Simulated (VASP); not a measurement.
# Al2O3 (R-3c) in VASP: settings compared

The runs below take Al2O3 through relaxation of cell and atoms, single point, with PBEsol, r2SCAN+rVV10.

Program: VASP 6.6.1. These are calculated values, not measurements. Logs are shortened: lines on timing, memory, paths and dates and some standing lists are left out, and cuts for length are marked.

## 1. The cell of the first run

Symmetry: R-3c, No. 167, trigonal system. The conventional cell has a = 4.562 Å, b = 4.562 Å, c = 12.408 Å, α = 90.00°, β = 90.00°, γ = 120.00°. Al (site symmetry 3) has 6 O at 1.76 to 1.91 Å within 2.3 Å. O (site symmetry 2) has 4 Al at 1.76 to 1.91 Å within 2.3 Å.

## 2. Relaxation of cell and atoms, PBEsol

Input file INCAR:

```
PREC = Accurate
ENCUT = 600
EDIFF = 1E-6
ISMEAR = -1
SIGMA = 0.03
LREAL = F
LASPH = T
NELM = 80
ALGO = Normal
ISIF = 3
LWAVE = F
LCHARG = F
GGA = PS
IBRION = 2
NSW = 100
EDIFFG = -0.01
```

Input file KPOINTS:

```
regular mesh
0
Gamma
  6 6 6
```

Input file POSCAR:

```
Al2O3
1.0
    2.2808387500      1.3168428663      4.1359209333
   -2.2808387500      1.3168428663      4.1359209333
    0.0000000000     -2.6336857326      4.1359209333
Al O
4 6
Direct
    0.8550000000      0.8550000000      0.8550000000
    0.3550000000      0.3550000000      0.3550000000
    0.1450000000      0.1450000000      0.1450000000
    0.6450000000      0.6450000000      0.6450000000
    0.4450000000      0.0550000000      0.7500000000
    0.0550000000      0.7500000000      0.4450000000
    0.5550000000      0.9450000000      0.2500000000
    0.2500000000      0.5550000000      0.9450000000
    0.9450000000      0.2500000000      0.5550000000
    0.7500000000      0.4450000000      0.0550000000
```

Potentials or basis: VASP PAW PBE potentials, release 64 (Al, O).

Run with:

```console
> cat potpaw_PBE.64/Al/POTCAR potpaw_PBE.64/O/POTCAR > POTCAR
> mpirun -np 1 vasp_std > vasp.out
```

OUTCAR:

```text
PREC = Accurate
   ENCUT = 600
   EDIFF = 1E-6
   ISMEAR = -1
   LREAL = F
   LASPH = T
   NELM = 80
   ISIF = 3
   GGA = PS
   IBRION = 2
   NSW = 100
   EDIFFG = -0.01

 ion  position               nearest neighbor table
   1  0.855  0.855  0.855-   8 1.76   7 1.76   9 1.76   5 1.91   6 1.91  10 1.91   4 2.61   3 2.69
                             3 2.69   3 2.69   4 3.05   4 3.05   4 3.05   2 3.35   2 3.35   2 3.35
   2  0.355  0.355  0.355-   6 1.76   5 1.76  10 1.76   7 1.91   9 1.91   8 1.91   3 2.61   4 2.69
                             4 2.69   4 2.69   3 3.05   3 3.05   3 3.05   1 3.35   1 3.35   1 3.35
   3  0.145  0.145  0.145-  10 1.76   5 1.76   6 1.76   7 1.91   9 1.91   8 1.91   2 2.61   1 2.69
                             1 2.69   1 2.69   2 3.05   2 3.05   2 3.05   4 3.35   4 3.35   4 3.35
   4  0.645  0.645  0.645-   9 1.76   7 1.76   8 1.76   5 1.91   6 1.91  10 1.91   1 2.61   2 2.69
                             2 2.69   2 2.69   1 3.05   1 3.05   1 3.05   3 3.35   3 3.35   3 3.35
   5  0.445  0.055  0.750-   2 1.76   3 1.76   1 1.91   4 1.91
   6  0.055  0.750  0.445-   2 1.76   3 1.76   1 1.91   4 1.91
   7  0.555  0.945  0.250-   1 1.76   4 1.76   3 1.91   2 1.91
   8  0.250  0.555  0.945-   1 1.76   4 1.76   3 1.91   2 1.91
   9  0.945  0.250  0.555-   4 1.76   1 1.76   3 1.91   2 1.91
  10  0.750  0.445  0.055-   3 1.76   2 1.76   1 1.91   4 1.91

  LATTYP: Found a trigonal (rhomboedric) cell.
 ALAT       =     4.9032787504
 COS(alpha) =     0.5672411140

  Lattice vectors:

 A1 = (   2.2808387500,   1.3168428663,   4.1359209333)
 A2 = (  -2.2808387500,   1.3168428663,   4.1359209333)
 A3 = (   0.0000000000,  -2.6336857326,   4.1359209333)

Analysis of symmetry for initial positions (statically):
=====================================================================
 Subroutine PRICEL returns:
 Original cell was already a primitive cell.

 Routine SETGRP: Setting up the symmetry group for a
 trigonal (rhombohedral) supercell.

 Subroutine GETGRP returns: Found 12 space group operations
 (whereof  6 operations were pure point group operations)
 out of a pool of 12 trial point group operations.

The static configuration has the point symmetry S_6 .
 The point group associated with its full space group is D_3d.

Analysis of symmetry for dynamics (positions and initial velocities):
=====================================================================
 Subroutine PRICEL returns:
 Original cell was already a primitive cell.

 Routine SETGRP: Setting up the symmetry group for a
 trigonal (rhombohedral) supercell.

 Subroutine GETGRP returns: Found 12 space group operations
 (whereof  6 operations were pure point group operations)
 out of a pool of 12 trial point group operations.

The dynamic configuration has the point symmetry S_6 .
 The point group associated with its full space group is D_3d.

 Subroutine INISYM returns: Found 12 space group operations
 (whereof  6 operations are pure point group operations),
 and found     1 'primitive' translations

----------------------------------------------------------------------------------------

                                     Primitive cell

  volume of cell :      74.5336

  direct lattice vectors                    reciprocal lattice vectors
     2.280838750  1.316842866  4.135920933     0.219217601  0.126565341  0.080594706
    -2.280838750  1.316842866  4.135920933    -0.219217601  0.126565341  0.080594706
     0.000000000 -2.633685733  4.135920933     0.000000000 -0.253130682  0.080594706

  length of vectors
     4.903278750  4.903278750  4.903278750     0.265651368  0.265651368  0.265651368

  position of ions in fractional coordinates (direct lattice)
     0.855000000  0.855000000  0.855000000
     0.355000000  0.355000000  0.355000000
     0.145000000  0.145000000  0.145000000
     0.645000000  0.645000000  0.645000000
     0.445000000  0.055000000  0.750000000
     0.055000000  0.750000000  0.445000000
     0.555000000  0.945000000  0.250000000
     0.250000000  0.555000000  0.945000000
     0.945000000  0.250000000  0.555000000
     0.750000000  0.445000000  0.055000000

  ion indices of the primitive-cell ions
   primitive index   ion index
                 1           1
                 2           2
                 3           3
                 4           4
                 5           5
                 6           6
                 7           7
                 8           8
                 9           9
                10          10

----------------------------------------------------------------------------------------

 KPOINTS: regular mesh

Automatic generation of k-mesh.
 Grid dimensions read from file:
 generate k-points for:    6    6    6

 Generating k-lattice:

  Cartesian coordinates                     Fractional coordinates (reciprocal lattice)
     0.036536267  0.021094224  0.013432451     0.166666667  0.000000000  0.000000000
    -0.036536267  0.021094224  0.013432451     0.000000000  0.166666667  0.000000000
     0.000000000 -0.042188447  0.013432451     0.000000000  0.000000000  0.166666667

  Length of vectors
     0.044275228  0.044275228  0.044275228

  Shift w.r.t. Gamma in fractional coordinates (k-lattice)
     0.000000000  0.000000000  0.000000000

 Subroutine IBZKPT returns following result:
 ===========================================

 Found     32 irreducible k-points:

 Following reciprocal coordinates:
            Coordinates               Weight
  0.000000  0.000000  0.000000      1.000000
  0.166667  0.000000 -0.000000      6.000000
  0.333333  0.000000 -0.000000      6.000000
  0.500000  0.000000 -0.000000      3.000000
  0.166667  0.166667 -0.000000      6.000000
  0.333333  0.166667 -0.000000     12.000000
[... 16 lines left out ...]
  0.500000  0.500000  0.166667      6.000000
 -0.333333  0.500000  0.166667     12.000000
 [... further k-points ...]
   k-points           NKPTS =     32   k-points in BZ     NKDIM =     32   number of bands    NBANDS=     30
   number of dos      NEDOS =    301   number of ions     NIONS =     10
   total plane-waves  NPLWV =  64000
   dimension x,y,z NGX =    40 NGY =   40 NGZ =   40
   dimension x,y,z NGXF=    80 NGYF=   80 NGZF=   80
   ions per type =               4   6
   NGX,Y,Z   is equivalent  to a cutoff of  13.56, 13.56, 13.56 a.u.
   NGXF,Y,Z  is equivalent  to a cutoff of  27.12, 27.12, 27.12 a.u.
 SYSTEM =  unknown system
   PREC   = accura    normal or accurate (medium, high low for compatibility)
   ISTART =      0    job   : 0-new  1-cont  2-samecut
   ICHARG =      2    charge: 1-file 2-atom 10-const
   ISPIN  =      1    spin polarized calculation?
   LNONCOLLINEAR =      F non collinear calculations
   LSORBIT =      F    spin-orbit coupling
   LASPH  =      T    aspherical Exc in radial PAW
   ENCUT  =  600.0 eV  44.10 Ry    6.64 a.u.   9.79  9.79  9.79*2*pi/ulx,y,z
   NELM   =     80;   NELMIN=  2; NELMDL= -5     # of ELM steps
   EDIFF  = 0.1E-05   stopping-criterion for ELM
   LREAL  =      F    real-space projection
   EDIFFG = -.1E-01   stopping-criterion for IOM
   NSW    =    100    number of steps for IOM
   IBRION =      2    ionic relax: 0-MD 1-quasi-New 2-CG
   NFREE  =      1    steps in history (QN), initial steepest desc. (CG)
   ISIF   =      3    stress and relaxation
   ISYM   =      2    0-nonsym 1-usesym 2-fastsym
   POTIM  = 0.5000    time-step for ionic-motion
   TEBEG  =    0.0;   TEEND  =   0.0 temperature during run
   PSTRESS=    0.0 pullay stress
   NELECT =      48.0000    total number of electrons
   NUPDOWN=      -1.0000    fix difference up-down
   EMIN   =  10.00;   EMAX   =-10.00  energy-range for DOS
   EFERMI =   0.00;   METHOD = LEGACY
   ISMEAR =    -1;   SIGMA  =   0.03  broadening in eV -4-tet -1-fermi 0-gaus
   EFERMI_NEDOS =   21; number of points for ismear=-14 and -15
   IALGO  =     38    algorithm
   IMIX   =      4    mixing-type and parameters
     AMIX     =   0.40;   BMIX     =  1.00
     AMIX_MAG =   1.60;   BMIX_MAG =  1.00
  volume/ion in A,a.u.               =       7.45        50.30
  Fermi-wavevector in a.u.,A,eV,Ry     =   1.413746  2.671592 27.193643  1.998676
  Thomas-Fermi vector in A             =   2.535359
   LORBIT       =      0    0 simple, 1 ext, 2 COOP (PROOUT), +10 PAW based schemes
   GGA     = PS    functional components
   LHFCALC =     F    Hartree Fock is set to
   AEXX    =    0.0000 exact exchange contribution
   IVDW    =     0    specifies the selected vdW correction
   LEPSILON=     F    determine dielectric tensor
   LRPA    =     F    only Hartree local field effects (RPA)
 conjugate gradient relaxation of ions
 non-spin polarized calculation
  energy-cutoff  :      600.00
  volume of cell :       74.53
 maximum number of plane-waves:      2506
   NGX = 19   NGY = 19   NGZ = 19

--------------------------------------- Ionic step        1  -------------------------------------------

 number of electron      47.9999995 magnetization

 Free energy of the ion-electron system (eV)
  ---------------------------------------------------
  ext. energy  EPLUGINS =         0.00000000
  ---------------------------------------------------
  free energy    TOTEN  =       -77.20520853 eV

  energy without entropy =      -77.20520853  energy(sigma->0) =      -77.20520853

------------------------ aborting loop because EDIFF is reached ----------------------------------------

  FORCE on cell =-STRESS in cart. coord.  units (eV):
  Direction    XX          YY          ZZ          XY          YZ          ZX
  --------------------------------------------------------------------------------------
  -------------------------------------------------------------------------------------
  Total       22.2055418     22.2055418     18.5379770      0.0000000     -0.0000000      0.0000000
  in kB      477.3313292    477.3313292    398.4931914      0.0000000     -0.0000000      0.0000000
  external PRESSURE =     451.0519500 kB  Pullay stress =       0.0000000 kB
[... 113 lines left out ...]
  FREE ENERGIE OF THE ION-ELECTRON SYSTEM (eV)
  ---------------------------------------------------
  free  energy   TOTEN  =       -78.6408619504 eV

  energy  without entropy=      -78.6408619504  energy(sigma->0) =      -78.64086195

[... ionic steps 4 to 7 ...]

--------------------------------------- Ionic step        8  -------------------------------------------

 number of electron      48.0000012 magnetization

------------------------ aborting loop because EDIFF is reached ----------------------------------------

  FORCE on cell =-STRESS in cart. coord.  units (eV):
  Direction    XX          YY          ZZ          XY          YZ          ZX
  --------------------------------------------------------------------------------------
  -------------------------------------------------------------------------------------
  Total       -0.2906590     -0.2906590     -0.2296817      0.0000000      0.0000000     -0.0000000
  in kB       -5.4275997     -5.4275997     -4.2889441      0.0000000      0.0000000     -0.0000000
  external PRESSURE =      -5.0480478 kB  Pullay stress =       0.0000000 kB
[... 73 lines left out ...]
  energy  without entropy=      -78.6514419287  energy(sigma->0) =      -78.65144193

--------------------------------------- Ionic step       10  -------------------------------------------

 number of electron      48.0000012 magnetization

 Free energy of the ion-electron system (eV)
  ---------------------------------------------------
  ext. energy  EPLUGINS =         0.00000000
  ---------------------------------------------------
  free energy    TOTEN  =       -78.65148692 eV

  energy without entropy =      -78.65148692  energy(sigma->0) =      -78.65148692

 E-fermi :   6.5686     XC(G=0): -11.9067

 val. band max:        5.9532413509   @ k =   0.0000   0.0000   0.0000
 cond. band min:      11.9923941565   @ k =   0.0000   0.0000   0.0000
 fundamental gap:      6.0391528055
 Fermi energy:         6.5685949255

 k-point     1 :       0.0000    0.0000    0.0000
  band No.  band energies     occupation
      1     -13.2009      2.00000
      2     -10.8440      2.00000
      3     -10.5649      2.00000
      4     -10.5649      2.00000
      5     -10.2404      2.00000
      6     -10.2404      2.00000
[... 781 lines left out ...]
     29      16.2833      0.00000
     30      16.9405      0.00000

 [... further k-points ...]
[... 5 lines left out ...]
  --------------------------------------------------------------------------------------
  -------------------------------------------------------------------------------------
  Total        0.0099637      0.0099637      0.0487847      0.0000000      0.0000000      0.0000000
  in kB        0.1864723      0.1864723      0.9130155      0.0000000      0.0000000      0.0000000
  external PRESSURE =       0.4286534 kB  Pullay stress =       0.0000000 kB
[... 25 lines left out ...]
  FREE ENERGIE OF THE ION-ELECTRON SYSTEM (eV)
  ---------------------------------------------------
  free  energy   TOTEN  =       -78.6514869174 eV

  energy  without entropy=      -78.6514869174  energy(sigma->0) =      -78.65148692

 reached required accuracy - stopping structural energy minimisation
```

Wall time 3.6 min (1 thread of Intel Xeon 6975P-C (Granite Rapids), shared host); peak memory 0.27 GiB.

What came out:

```
Free energy                           : -78.6515 eV
Relaxed volume                        : 8.56 Å³/atom
Relaxed cell                          : a = 5.139 Å, b = 5.139 Å, c = 5.139 Å, α = 55.36°, β = 55.36°, γ = 55.36°
Space group after relaxing (to 0.1 Å) : R-3c (No. 167)
Energy gained by relaxing             : 144.6 meV/atom
Ionic steps                           : 10
Pressure after relaxing               : 0.0 GPa
Largest force after relaxing          : 0.004 eV/Å
Band gap on the k mesh                : 6.04 eV
```

Forces in eV/Å, atoms in the order of the input:
```
Al   0.000  0.000  0.004
Al   0.000  0.000  0.004
Al   0.000  0.000 -0.004
Al   0.000  0.000 -0.004
O    0.001  0.000  0.000
O    0.000 -0.001  0.000
O   -0.001  0.000  0.000
O    0.000 -0.001  0.000
O    0.000  0.001  0.000
O    0.000  0.001  0.000
```

The path:
| step | energy change (eV) | largest force (eV/Å) | pressure (GPa) | volume (Å³) |
| --- | --- | --- | --- | --- |
| 1 | 0.0000 | 0.9202 | 45.11 | 74.53 |
| 2 | -0.0743 | 0.1876 | -27.24 | 99.53 |
| 3 | -1.4357 | 0.1440 | -0.96 | 85.96 |
| 4 | -1.4365 | 0.1550 | -0.23 | 85.69 |
| 5 | -1.4363 | 0.1648 | 0.44 | 85.46 |
| 6 | -1.4438 | 0.0994 | 0.46 | 85.46 |
| 7 | -1.4456 | 0.0455 | 0.48 | 85.47 |
| 8 | -1.4460 | 0.0132 | -0.50 | 85.80 |
| 9 | -1.4462 | 0.0095 | -0.13 | 85.67 |
| 10 | -1.4463 | 0.0038 | 0.04 | 85.61 |

Final structure:
```cif
data_structure
_symmetry_space_group_name_H-M 'P 1'
_symmetry_Int_Tables_number 1
_cell_length_a 5.1387
_cell_length_b 5.1387
_cell_length_c 5.1387
_cell_angle_alpha 55.360
_cell_angle_beta 55.360
_cell_angle_gamma 55.360
_cell_volume 85.61
loop_
_atom_site_label
_atom_site_type_symbol
_atom_site_fract_x
_atom_site_fract_y
_atom_site_fract_z
_atom_site_occupancy
Al1 Al 0.85207 0.85207 0.85207 1
Al2 Al 0.35207 0.35207 0.35207 1
Al3 Al 0.14793 0.14793 0.14793 1
Al4 Al 0.64793 0.64793 0.64793 1
O1 O 0.44418 0.05582 0.75000 1
O2 O 0.05582 0.75000 0.44418 1
O3 O 0.55582 0.94418 0.25000 1
O4 O 0.25000 0.55582 0.94418 1
O5 O 0.94418 0.25000 0.55582 1
O6 O 0.75000 0.44418 0.05582 1
```

Levels at points of the mesh, in eV from the valence-band top:
| k point | band 20 | band 21 | band 22 | band 23 | band 24 | band 25 | band 26 | band 27 | band 28 | band 29 |
| --- | --- | --- | --- | --- | --- | --- | --- | --- | --- | --- |
| (0.00, 0.00, 0.00) | -0.50 | -0.50 | -0.04 | -0.04 | 0.00 | 6.04 | 8.90 | 10.59 | 11.35 | 11.35 |
| (0.50, 0.00, 0.00) | -1.32 | -0.91 | -0.91 | -0.27 | -0.27 | 9.26 | 9.26 | 9.48 | 9.48 | 11.54 |
| (0.50, 0.50, 0.00) | -1.30 | -1.02 | -0.91 | -0.74 | -0.25 | 9.41 | 9.55 | 9.73 | 10.22 | 10.96 |
| (0.50, 0.50, 0.50) | -2.01 | -0.38 | -0.38 | -0.38 | -0.38 | 8.48 | 8.48 | 10.90 | 10.90 | 12.31 |

Caveat: the PAW data sets were made with another functional, which shifts forces and pressure a little. A k mesh can miss the band edges.

(Part 1 of 2 ends here.)
